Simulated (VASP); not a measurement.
# PC2 (P6_3/mmc) in VASP: a series of runs, part 2 of 2

VASP 6.6.1.

## Step 3: Relaxation of cell and atoms, PBE

This run uses another cell than the first one, of 17.69 Å³/atom, 2.148 times its volume.

Input file INCAR:

```
  PREC = Accurate
  ENCUT = 600
  EDIFF = 1E-6
  ISMEAR = 0
  SIGMA = 0.1
  LREAL = F
  LASPH = T
  NELM = 60
  ALGO = Normal
  ISIF = 3
  LWAVE = F
  LCHARG = F
  GGA = PE
  IBRION = 2
  NSW = 90
  EDIFFG = -0.04
```

Input file KPOINTS:

```
Automatic mesh
0
Gamma
  6 6 2
```

Input file POSCAR:

```
PC2
1.0
    3.2469088100      0.0000000000      0.0000000000
   -1.6234544000      2.8119055100      0.0000000000
    0.0000000000      0.0000000000     11.6250734400
P C
2 4
Direct
    0.0000000000      0.0000000000      0.0000000000
    0.0000000000      0.0000000000      0.5000000000
    0.3333333300      0.6666666700      0.9068564800
    0.3333333300      0.6666666700      0.5931435200
    0.6666666700      0.3333333300      0.0931435200
    0.6666666700      0.3333333300      0.4068564800
```

Potentials or basis: VASP PAW PBE potentials, release 64 (P, C).

On the command line:

```bash
$ cat potpaw_PBE.64/P/POTCAR potpaw_PBE.64/C/POTCAR > POTCAR
$ mpirun -np 1 vasp_std > vasp.out
```

It took 16 min on 1 thread of Intel Xeon 6975P-C (Granite Rapids), shared host; peak memory 0.29 GiB.

It converged, with:

```yaml
Free_energy: -43.0760 eV
Relaxed_volume: 8.20 Å³/atom
Relaxed_cell: a = 2.841 Å, b = 2.841 Å, c = 7.039 Å, α = 90.00°, β = 90.00°, γ = 120.00°
Space_group_after_relaxing_to_0.05_Å: P6_3/mmc (No. 194)
Energy_gained_by_relaxing: 1870.0 meV/atom
Ionic_steps: 42
Pressure_after_relaxing: 0.1 GPa
Largest_force_after_relaxing: 0.027 eV/Å
Band_gap_on_the_k_mesh: zero (band 13 reaches 11.42 eV, above the bottom of band 14 at 8.16 eV)
```

Forces on the atoms (eV/Å):
```
P    0.000  0.000  0.000
P    0.000  0.000  0.000
C    0.000  0.000  0.027
C    0.000  0.000 -0.027
C    0.000  0.000 -0.027
C    0.000  0.000  0.027
```

Stress tensor (GPa, compression positive):
```
 0.25  0.00  0.00
 0.00  0.25  0.00
 0.00  0.00 -0.16
```

The path:
```csv
step,energy change (eV),largest force (eV/Å),pressure (GPa),volume (Å³)
1,0.0000,2.5707,-22.45,106.14
3,-3.4703,0.1696,-0.44,77.77
5,-3.4936,0.1005,0.24,77.18
7,-3.5513,0.0719,-0.56,76.86
9,-3.5690,0.0741,-1.28,76.68
11,-3.5809,0.4179,0.94,74.47
13,-3.5878,0.4383,1.04,73.97
15,-3.6741,0.7083,1.95,69.79
17,-5.4912,5.5229,14.29,53.37
19,-2.6325,5.6560,40.12,52.39
21,-1.9400,8.0636,94.27,41.80
23,-2.2832,8.4914,80.64,43.46
25,-2.6752,8.1091,78.57,43.33
27,-6.3325,6.4302,28.86,47.80
29,-8.7440,1.3725,-10.82,56.18
31,-10.0936,0.3534,-11.40,55.32
33,-10.6524,2.3292,-11.57,54.36
35,-11.0407,0.1948,-15.14,52.48
37,-11.1928,0.0584,-6.14,50.31
39,-11.2168,0.1914,-0.17,49.15
41,-11.2196,0.0723,0.16,49.20
42,-11.2199,0.0269,0.12,49.22
```

Final structure:
```yaml
crystal:
  lattice:
    - [2.84138, 0.00000, 0.00000]
    - [-1.42069, 2.46070, 0.00000]
    - [0.00000, 0.00000, 7.03948]
  atoms:
    - { symbol: P, position: [0.00000, 0.00000, 0.00000] }
    - { symbol: P, position: [0.00000, 0.00000, 0.50000] }
    - { symbol: C, position: [0.33333, 0.66667, 0.85051] }
    - { symbol: C, position: [0.33333, 0.66667, 0.64949] }
    - { symbol: C, position: [0.66667, 0.33333, 0.14949] }
    - { symbol: C, position: [0.66667, 0.33333, 0.35051] }
```

Levels at points of the mesh, in eV from the Fermi level:
```tsv
k point	band 10	band 11	band 12	band 13	band 14	band 15	band 16	band 17
(0.00, 0.00, 0.00)	-2.37	0.27	0.27	1.04	1.04	5.04	5.10	5.23
(0.50, 0.00, 0.00)	-4.85	-4.07	-3.55	-2.73	0.52	2.05	3.30	5.58
(0.00, 0.00, 0.50)	-2.38	0.55	0.55	0.55	0.55	5.19	5.19	6.38
(0.50, 0.00, 0.50)	-5.03	-3.54	-3.54	-0.24	-0.24	1.85	1.85	5.84
```

Caveat: the k points lie up to 0.45 Å⁻¹ apart in the final cell; the volume moved by over 15 % at a fixed basis, so the end points are rough; this functional lacks dispersion, which binds the layers, so the pressure and a relaxed spacing across them are unreliable.

## Step 4: Single point, PBE

This run uses another cell than the first one, of 8.25 Å³/atom, 1.002 times its volume.

Input file INCAR:

```
ALGO = Normal ; EDIFF = 1E-7
ENCUT = 520 ; GGA = PE
ISIF = 2 ; ISMEAR = 0
LASPH = T ; LCHARG = F
LREAL = F ; LWAVE = F
NBANDS = 22 ; NELM = 100
PREC = Accurate ; SIGMA = 0.1
```

Input file KPOINTS:

```
k-points
0
Gamma
  18 18 6
```

Input file POSCAR:

```
PC2
1.0
    2.8526274910      0.0000000000      0.0000000000
   -1.4263137455      2.4704478747      0.0000000000
    0.0000000000      0.0000000000      7.0277428070
P C
2 4
Direct
    0.0000000000      0.0000000000      0.0000000000
    0.0000000000      0.0000000000      0.5000000000
    0.3333333333      0.6666666667      0.8507927839
    0.3333333333      0.6666666667      0.6492072161
    0.6666666667      0.3333333333      0.1492072161
    0.6666666667      0.3333333333      0.3507927839
```

Potentials or basis: VASP PAW PBE potentials, release 64 (P, C).

On the command line:

```bash
$ cat potpaw_PBE.64/P/POTCAR potpaw_PBE.64/C/POTCAR > POTCAR
$ mpirun -np 1 vasp_std > vasp.out
```

OUTCAR:

```text
EDIFF = 1E-7
   ENCUT = 520
   GGA = PE
   ISIF = 2
   ISMEAR = 0
   LASPH = T
   LREAL = F
   NELM = 100
   PREC = Accurate

 ion  position               nearest neighbor table
   1  0.000  0.000  0.000-   3 1.95   5 1.95   3 1.95   5 1.95   5 1.95   3 1.95
   2  0.000  0.000  0.500-   4 1.95   6 1.95   4 1.95   6 1.95   6 1.95   4 1.95
   3  0.333  0.667  0.851-   4 1.42   1 1.95   1 1.95   1 1.95
   4  0.333  0.667  0.649-   3 1.42   2 1.95   2 1.95   2 1.95
   5  0.667  0.333  0.149-   6 1.42   1 1.95   1 1.95   1 1.95
   6  0.667  0.333  0.351-   5 1.42   2 1.95   2 1.95   2 1.95

[... 809 lines left out ...]
  -------------------------------------------------------------------------------------
  Total       -0.1475369     -0.1475369      0.0193038      0.0000000      0.0000000      0.0000000
  in kB       -4.7728165     -4.7728165      0.6244765      0.0000000      0.0000000      0.0000000
  external PRESSURE =      -2.9737188 kB  Pullay stress =       0.0000000 kB

 VOLUME and BASIS-vectors are now :
 -----------------------------------------------------------------------------
  energy-cutoff  :      520.00
  volume of cell :       49.53
      direct lattice vectors                 reciprocal lattice vectors
     2.852627491  0.000000000  0.000000000     0.350554008  0.202392451  0.000000000
    -1.426313745  2.470447875  0.000000000     0.000000000  0.404784902  0.000000000
     0.000000000  0.000000000  7.027742807     0.000000000  0.000000000  0.142293198

 POSITION                                       TOTAL-FORCE (eV/Angst)
 -----------------------------------------------------------------------------------
      0.00000      0.00000      0.00000        -0.000000      0.000000     -0.000000
      0.00000      0.00000      3.51387        -0.000000      0.000000     -0.000000
     -0.00000      1.64697      5.97915         0.000000      0.000000      0.068100
     -0.00000      1.64697      4.56246         0.000000     -0.000000     -0.068100
      1.42631      0.82348      1.04859        -0.000000     -0.000000     -0.068100
      1.42631      0.82348      2.46528        -0.000000      0.000000      0.068100
 -----------------------------------------------------------------------------------
    total drift:                               -0.000000     -0.000000     -0.000000

  FREE ENERGIE OF THE ION-ELECTRON SYSTEM (eV)
  ---------------------------------------------------
  free  energy   TOTEN  =       -43.1674593977 eV

  energy  without entropy=      -43.1601767429  energy(sigma->0) =      -43.16381807
```

OSZICAR:

```text
N       E                     dE             d eps       ncg     rms          rms(c)
DAV:   1     0.620205532969E+02    0.62021E+02   -0.13055E+04  6512   0.109E+03
DAV:   2    -0.413932372839E+02   -0.10341E+03   -0.99250E+02  8304   0.205E+02
DAV:   3    -0.458804051770E+02   -0.44872E+01   -0.44349E+01  8824   0.379E+01
DAV:   4    -0.459189743690E+02   -0.38569E-01   -0.38510E-01  8952   0.390E+00
DAV:   5    -0.459193631830E+02   -0.38881E-03   -0.38875E-03  8932   0.370E-01    0.149E+01
DAV:   6    -0.433099849111E+02    0.26094E+01   -0.51103E+00  7682   0.129E+01    0.831E+00
DAV:   7    -0.431787645740E+02    0.13122E+00   -0.13463E+00  8684   0.645E+00    0.241E+00
DAV:   8    -0.431663273893E+02    0.12437E-01   -0.45217E-02  8218   0.130E+00    0.104E+00
DAV:   9    -0.431672283081E+02   -0.90092E-03   -0.89244E-03  8330   0.625E-01    0.153E-01
DAV:  10    -0.431674116434E+02   -0.18334E-03   -0.44703E-04  8316   0.128E-01    0.709E-02
DAV:  11    -0.431674539659E+02   -0.42323E-04   -0.66812E-05  8728   0.509E-02    0.211E-02
DAV:  12    -0.431674588345E+02   -0.48686E-05   -0.11311E-05  7978   0.222E-02    0.376E-03
DAV:  13    -0.431674593496E+02   -0.51504E-06   -0.11473E-06  8976   0.709E-03    0.213E-03
DAV:  14    -0.431674593977E+02   -0.48152E-07   -0.15009E-07  5610   0.245E-03
   1 F= -.43167459E+02 E0= -.43163818E+02  d E =-.728265E-02
```

stdout:

```text
POSCAR found type information on POSCAR P C
 POSCAR found :  2 types and       6 ions
 scaLAPACK will be used
 LDA part: xc-table for (Slater+PW92), standard interpolation
 POSCAR, INCAR and KPOINTS ok, starting setup
 FFT: planning ... GRIDC
 FFT: planning ... GRID_SOFT
 FFT: planning ... GRID
 WAVECAR not read
 entering main loop
```

Wall time 2.3 min (1 thread of Intel Xeon 6975P-C (Granite Rapids), shared host); peak memory 0.26 GiB.

What came out:

| Quantity | Value |
| --- | --- |
| Free energy | -43.1675 eV |
| Pressure | -0.3 GPa |
| Largest force | 0.068 eV/Å |
| Band gap on the k mesh | zero (band 13 reaches 11.52 eV, above the bottom of band 14 at 8.13 eV) |

Forces in eV/Å, atoms in the order of the input:
```
P    0.000  0.000  0.000
P    0.000  0.000  0.000
C    0.000  0.000  0.068
C    0.000  0.000 -0.068
C    0.000  0.000 -0.068
C    0.000  0.000  0.068
```

## Step 5: The runs side by side

```tsv
task	cell	k mesh	cutoff (eV)	gap on the mesh (eV)	pressure (GPa)	relaxed volume (Å³/atom)	largest force (eV/Å)
relaxation of cell and atoms	relaxed from a = 2.847, b = 2.847, c = 7.041 Å, angles 90.0, 90.0, 120.0°, 6 atoms	6 × 6 × 4	600	none	0.1	8.26	0.02
relaxation of cell and atoms	relaxed from a = 3.247, b = 3.247, c = 11.625 Å, angles 90.0, 90.0, 120.0°, 6 atoms	6 × 6 × 2	600	none	0.1	8.20	0.03
single point	a = 2.853, b = 2.853, c = 7.028 Å, angles 90.0, 90.0, 120.0°, 6 atoms	18 × 18 × 6	520	none	-0.3	-	0.07
```

Alike in all rows: level PBE; potentials or basis VASP PAW PBE potentials, release 64 (P, C); no spin polarisation; smearing gaussian 0.1 eV.

Caveats: some runs use coarse meshes; the volume moved by over 15 % at a fixed basis, so the end points are rough (some runs); this functional lacks dispersion, which binds the layers, so the pressure and a relaxed spacing across them are unreliable (some runs).

Absolute energies hang on the potentials; compare differences alone.
